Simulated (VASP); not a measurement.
# Rh (Fm-3m) in VASP: further runs

Rh is run at these levels: PBE; tasks: single point, relaxation of cell and atoms.

All numbers are computed with VASP 6.6.1; they aren't measurements. Logs are shortened: lines on timing, memory, paths and dates and some standing lists are left out, and cuts for length are marked.

### Step 1. The cell of the first run

It takes space group Fm-3m (No. 225, cubic). Conventional cell: a = 3.835 Å, b = 3.835 Å, c = 3.835 Å, α = 90.00°, β = 90.00°, γ = 90.00°. Rh (site symmetry m-3m) has 12 Rh at 2.71 Å within 3.6 Å.

### Step 2. Single point, PBE

File INCAR:

```
SYSTEM = Rh
PREC = Accurate
ENCUT = 520
EDIFF = 1E-6
ISMEAR = -1
SIGMA = 0.15
LREAL = .FALSE.
LASPH = .TRUE.
NELM = 60
ALGO = Normal
ISIF = 2
LWAVE = .FALSE.
LCHARG = .FALSE.
GGA = PE
NBANDS = 14
```

File KPOINTS:

```
regular mesh
0
G
  20 20 20
  0 0 0
```

File POSCAR:

```
Rh
1.0
    0.0000000000      1.9175463627      1.9175463627
    1.9175463627      0.0000000000      1.9175463627
    1.9175463627      1.9175463627      0.0000000000
Rh
1
Direct
    0.0000000000      0.0000000000      0.0000000000
```

Potentials or basis: VASP PAW PBE potentials, release 64 (Rh_pv).

Command:

```console
> cat potpaw_PBE.64/Rh_pv/POTCAR > POTCAR
> mpirun -np 1 vasp_std > vasp.out
```

OUTCAR:

```text
SYSTEM = Rh
   PREC = Accurate
   ENCUT = 520
   EDIFF = 1E-6
   ISMEAR = -1
   LREAL = .FALSE.
   LASPH = .TRUE.
   NELM = 60
   ISIF = 2
   GGA = PE

 ion  position               nearest neighbor table
   1  0.000  0.000  0.000-

  LATTYP: Found a face centered cubic cell.
 ALAT       =     3.8350927254

  Lattice vectors:

 A1 = (   0.0000000000,   1.9175463627,   1.9175463627)
 A2 = (   1.9175463627,   0.0000000000,   1.9175463627)
 A3 = (   1.9175463627,   1.9175463627,   0.0000000000)

Analysis of symmetry for initial positions (statically):
=====================================================================
 Subroutine PRICEL returns:
 Original cell was already a primitive cell.

 Routine SETGRP: Setting up the symmetry group for a
 face centered cubic supercell.

 Subroutine GETGRP returns: Found 48 space group operations
 (whereof 48 operations were pure point group operations)
 out of a pool of 48 trial point group operations.

The static configuration has the point symmetry O_h .

Analysis of symmetry for dynamics (positions and initial velocities):
=====================================================================
 Subroutine PRICEL returns:
 Original cell was already a primitive cell.

 Routine SETGRP: Setting up the symmetry group for a
 face centered cubic supercell.

 Subroutine GETGRP returns: Found 48 space group operations
 (whereof 48 operations were pure point group operations)
 out of a pool of 48 trial point group operations.

The dynamic configuration has the point symmetry O_h .

 Subroutine INISYM returns: Found 48 space group operations
 (whereof 48 operations are pure point group operations),
 and found     1 'primitive' translations

----------------------------------------------------------------------------------------

                                     Primitive cell

  volume of cell :      14.1016

  direct lattice vectors                    reciprocal lattice vectors
     0.000000000  1.917546363  1.917546363    -0.260749888  0.260749888  0.260749888
     1.917546363  0.000000000  1.917546363     0.260749888 -0.260749888  0.260749888
     1.917546363  1.917546363  0.000000000     0.260749888  0.260749888 -0.260749888

  length of vectors
     2.711820073  2.711820073  2.711820073     0.451632055  0.451632055  0.451632055

  position of ions in fractional coordinates (direct lattice)
     0.000000000  0.000000000  0.000000000

  ion indices of the primitive-cell ions
   primitive index   ion index
                 1           1

----------------------------------------------------------------------------------------

 KPOINTS: regular mesh

Automatic generation of k-mesh.
 Grid dimensions read from file:
 generate k-points for:   20   20   20

 Generating k-lattice:

  Cartesian coordinates                     Fractional coordinates (reciprocal lattice)
    -0.013037494  0.013037494  0.013037494     0.050000000  0.000000000  0.000000000
     0.013037494 -0.013037494  0.013037494     0.000000000  0.050000000  0.000000000
     0.013037494  0.013037494 -0.013037494     0.000000000  0.000000000  0.050000000

  Length of vectors
     0.022581603  0.022581603  0.022581603

  Shift w.r.t. Gamma in fractional coordinates (k-lattice)
     0.000000000  0.000000000  0.000000000

 Subroutine IBZKPT returns following result:
 ===========================================

 Found    256 irreducible k-points:

 Following reciprocal coordinates:
            Coordinates               Weight
  0.000000  0.000000  0.000000      1.000000
  0.050000  0.000000  0.000000      8.000000
  0.100000  0.000000  0.000000      8.000000
  0.150000  0.000000  0.000000      8.000000
  0.200000  0.000000  0.000000      8.000000
  0.250000  0.000000  0.000000      8.000000
[... 16 lines left out ...]
 -0.400000  0.050000  0.000000     24.000000
 -0.350000  0.050000  0.000000     24.000000
 [... further k-points ...]
   k-points           NKPTS =    256   k-points in BZ     NKDIM =    256   number of bands    NBANDS=     14
   number of dos      NEDOS =    301   number of ions     NIONS =      1
   total plane-waves  NPLWV =   8000
   dimension x,y,z NGX =    20 NGY =   20 NGZ =   20
   dimension x,y,z NGXF=    40 NGYF=   40 NGZF=   40
   ions per type =               1
   NGX,Y,Z   is equivalent  to a cutoff of  12.26, 12.26, 12.26 a.u.
   NGXF,Y,Z  is equivalent  to a cutoff of  24.52, 24.52, 24.52 a.u.
 SYSTEM =  Rh
   PREC   = accura    normal or accurate (medium, high low for compatibility)
   ISTART =      0    job   : 0-new  1-cont  2-samecut
   ICHARG =      2    charge: 1-file 2-atom 10-const
   ISPIN  =      1    spin polarized calculation?
   LNONCOLLINEAR =      F non collinear calculations
   LSORBIT =      F    spin-orbit coupling
   LASPH  =      T    aspherical Exc in radial PAW
   ENCUT  =  520.0 eV  38.22 Ry    6.18 a.u.   5.04  5.04  5.04*2*pi/ulx,y,z
   NELM   =     60;   NELMIN=  2; NELMDL= -5     # of ELM steps
   EDIFF  = 0.1E-05   stopping-criterion for ELM
   LREAL  =      F    real-space projection
   EDIFFG = 0.1E-04   stopping-criterion for IOM
   NSW    =      0    number of steps for IOM
   IBRION =     -1    ionic relax: 0-MD 1-quasi-New 2-CG
   NFREE  =      0    steps in history (QN), initial steepest desc. (CG)
   ISIF   =      2    stress and relaxation
   ISYM   =      2    0-nonsym 1-usesym 2-fastsym
   POTIM  = 0.5000    time-step for ionic-motion
   TEBEG  =    0.0;   TEEND  =   0.0 temperature during run
   PSTRESS=    0.0 pullay stress
   NELECT =      15.0000    total number of electrons
   NUPDOWN=      -1.0000    fix difference up-down
   EMIN   =  10.00;   EMAX   =-10.00  energy-range for DOS
   EFERMI =   0.00;   METHOD = LEGACY
   ISMEAR =    -1;   SIGMA  =   0.15  broadening in eV -4-tet -1-fermi 0-gaus
   EFERMI_NEDOS =   21; number of points for ismear=-14 and -15
   IALGO  =     38    algorithm
   IMIX   =      4    mixing-type and parameters
     AMIX     =   0.40;   BMIX     =  1.00
     AMIX_MAG =   1.60;   BMIX_MAG =  1.00
  volume/ion in A,a.u.               =      14.10        95.16
  Fermi-wavevector in a.u.,A,eV,Ry     =   1.671152  3.158020 37.997673  2.792750
  Thomas-Fermi vector in A             =   2.756525
   LORBIT       =      0    0 simple, 1 ext, 2 COOP (PROOUT), +10 PAW based schemes
   GGA     = PE    functional components
   LHFCALC =     F    Hartree Fock is set to
   AEXX    =    0.0000 exact exchange contribution
   IVDW    =     0    specifies the selected vdW correction
   LEPSILON=     F    determine dielectric tensor
   LRPA    =     F    only Hartree local field effects (RPA)
 non-spin polarized calculation
  energy-cutoff  :      520.00
  volume of cell :       14.10
 maximum number of plane-waves:       392
   NGX =  9   NGY =  9   NGZ =  9

 number of electron      15.0000002 magnetization

 Free energy of the ion-electron system (eV)
  ---------------------------------------------------
  ext. energy  EPLUGINS =         0.00000000
  ---------------------------------------------------
  free energy    TOTEN  =        -7.31036961 eV

  energy without entropy =       -7.20360594  energy(sigma->0) =       -7.25698778

 E-fermi :  11.4296     XC(G=0): -13.8677

 val. band max:       11.4247860655   @ k =  -0.4500   0.4500   0.0000
 cond. band min:      11.4340209517   @ k =   0.3500   0.0500   0.0000
 fundamental gap:      0.0092348861
 Fermi energy:        11.4295590490

 k-point     1 :       0.0000    0.0000    0.0000
  band No.  band energies     occupation
      1     -34.8811      2.00000
      2     -34.8811      2.00000
      3     -34.8811      2.00000
      4       3.6719      2.00000
      5       8.4926      2.00000
      6       8.4926      2.00000
      7       8.4926      2.00000
      8      10.4950      1.99607
      9      10.4950      1.99607
     10      27.4564      0.00000
     11      32.0686      0.00000
     12      32.7713      0.00000
     13      32.7713      0.00000
     14      32.7713      0.00000

 k-point     2 :       0.0500    0.0000    0.0000
  band No.  band energies     occupation
      1     -34.8980      2.00000
      2     -34.8834      2.00000
      3     -34.8834      2.00000
      4       3.7707      2.00000
      5       8.4492      2.00000
      6       8.5311      2.00000
      7       8.5311      2.00000
      8      10.4735      1.99660
      9      10.4735      1.99660
     10      27.5967      0.00000
     11      32.0634      0.00000
     12      32.1948      0.00000
     13      32.9124      0.00000
     14      32.9124      0.00000

 k-point     3 :       0.1000    0.0000    0.0000
  band No.  band energies     occupation
      1     -34.9471      2.00000
      2     -34.8900      2.00000
      3     -34.8900      2.00000
      4       4.0572      2.00000
      5       8.3362      2.00000
      6       8.6345      2.00000
      7       8.6345      2.00000
      8      10.4236      1.99756
      9      10.4236      1.99756
     10      27.9785      0.00000
     11      30.9305      0.00000
     12      32.0688      0.00000
     13      33.3241      0.00000
     14      33.3241      0.00000
[... 324 lines left out ...]
 k-point    23 :      -0.4000    0.0500    0.0000
  band No.  band energies     occupation
      1     -35.5033      2.00000
      2     -34.9843      2.00000
      3     -34.9664      2.00000
      4       5.6721      2.00000
      5       8.4424      2.00000
      6       8.5376      2.00000
      7      10.6939      1.98528
      8      11.6287      0.41912
      9      12.5095      0.00149
     10      21.0877      0.00000
     11      27.3605      0.00000
     12      32.0662      0.00000
     13      32.3381      0.00000
     14      33.3927      0.00000

 k-point    24 :      -0.3500    0.0500    0.0000
  band No.  band energies     occupation
      1     -35.4402      2.00000
      2     -34.9772      2.00000
      3     -34.9549      2.00000
      4       5.7381      2.00000
      5       8.5521      2.00000
      6       8.6334      2.00000
      7       9.9116      1.99992
      8      11.2647      1.50005
      9      11.9915      0.04612
     10      22.5859      0.00000
     11      27.8005      0.00000
     12      32.0674      0.00000
     13      32.8944      0.00000
     14      34.5001      0.00000

 [... further k-points ...]
[... 5 lines left out ...]
  --------------------------------------------------------------------------------------
  -------------------------------------------------------------------------------------
  Total        0.0023522      0.0023522      0.0023522      0.0000000      0.0000000     -0.0000000
  in kB        0.2672496      0.2672496      0.2672496      0.0000000      0.0000000     -0.0000000
  external PRESSURE =       0.2672496 kB  Pullay stress =       0.0000000 kB

 VOLUME and BASIS-vectors are now :
 -----------------------------------------------------------------------------
  energy-cutoff  :      520.00
  volume of cell :       14.10
      direct lattice vectors                 reciprocal lattice vectors
     0.000000000  1.917546363  1.917546363    -0.260749888  0.260749888  0.260749888
     1.917546363  0.000000000  1.917546363     0.260749888 -0.260749888  0.260749888
     1.917546363  1.917546363  0.000000000     0.260749888  0.260749888 -0.260749888

 POSITION                                       TOTAL-FORCE (eV/Angst)
 -----------------------------------------------------------------------------------
      0.00000      0.00000      0.00000         0.000000      0.000000      0.000000
 -----------------------------------------------------------------------------------
    total drift:                                0.000000     -0.000000      0.000000

  FREE ENERGIE OF THE ION-ELECTRON SYSTEM (eV)
  ---------------------------------------------------
  free  energy   TOTEN  =        -7.3103696123 eV

  energy  without entropy=       -7.2036059399  energy(sigma->0) =       -7.25698778
```

It took 44 s on 1 thread of Intel Xeon 8259CL, shared host; peak memory 0.16 GiB.

What came out:

```
Free energy            : -7.3104 eV
Pressure               : 0.0 GPa
Band gap on the k mesh : zero (an odd number of electrons rules out a gap without spin polarisation)
```

### Step 3. Relaxation of cell and atoms, PBE

This run uses another cell than the first one, of 14.05 Å³/atom.

File INCAR:

```
  PREC = Accurate
  ENCUT = 600
  EDIFF = 1E-7
  ISMEAR = -1
  SIGMA = 0.15
  LREAL = False
  LASPH = True
  NELM = 80
  ALGO = Fast
  ISIF = 3
  LWAVE = False
  LCHARG = False
  GGA = PE
  IBRION = 2
  NSW = 80
  EDIFFG = -0.001
```

File KPOINTS:

```
Automatic mesh
0
Gamma
  20 20 20
```

File POSCAR:

```
Rh
1.0
    0.0000000000      1.9149890306      1.9149890306
    1.9149890306      0.0000000000      1.9149890306
    1.9149890306      1.9149890306      0.0000000000
Rh
1
Direct
    0.0000000000      0.0000000000      0.0000000000
```

Potentials or basis: VASP PAW PBE potentials, release 64 (Rh_pv).

Command:

```console
> cat potpaw_PBE.64/Rh_pv/POTCAR > POTCAR
> mpirun -np 1 vasp_std > vasp.out
```

Run time: 2 min. Hardware: 1 thread of Intel Xeon 8259CL, shared host; peak memory 0.19 GiB.

It converged, with:

- Free energy: -7.3105 eV
- Relaxed volume: 14.10 Å³/atom
- Relaxed cell: a = 2.711 Å, b = 2.711 Å, c = 2.711 Å, α = 60.00°, β = 60.00°, γ = 60.00°
- Space group after relaxing (to 0.1 Å): Fm-3m (No. 225)
- Energy gained by relaxing: 0.1 meV/atom
- Ionic steps: 3
- Pressure after relaxing: 0.0 GPa
- Band gap on the k mesh: zero (an odd number of electrons rules out a gap without spin polarisation)

The path:
| step | energy change (eV) | largest force (eV/Å) | pressure (GPa) | volume (Å³) |
| --- | --- | --- | --- | --- |
| 1 | 0.0000 | 0.0000 | 0.92 | 14.05 |
| 2 | 0.0006 | 0.0000 | -1.98 | 14.21 |
| 3 | -0.0001 | 0.0000 | 0.01 | 14.10 |

Final structure:
```
Rh
1.0
     0.00000    1.91726    1.91726
     1.91726    0.00000    1.91726
     1.91726    1.91726    0.00000
Rh
1
Direct
  0.00000 0.00000 0.00000
```

Levels at points of the mesh, in eV from the Fermi level:
```tsv
k point	band 4	band 5	band 6	band 7	band 8	band 9	band 10	band 11
(0.00, 0.00, 0.00)	-7.76	-2.94	-2.94	-2.94	-0.94	-0.94	16.03	21.34
(0.50, 0.00, 0.00)	-5.89	-3.01	-3.01	0.57	0.57	0.78	8.41	15.52
(0.50, 0.50, 0.00)	-6.07	-5.70	0.54	0.97	0.97	3.25	11.98	13.19
```
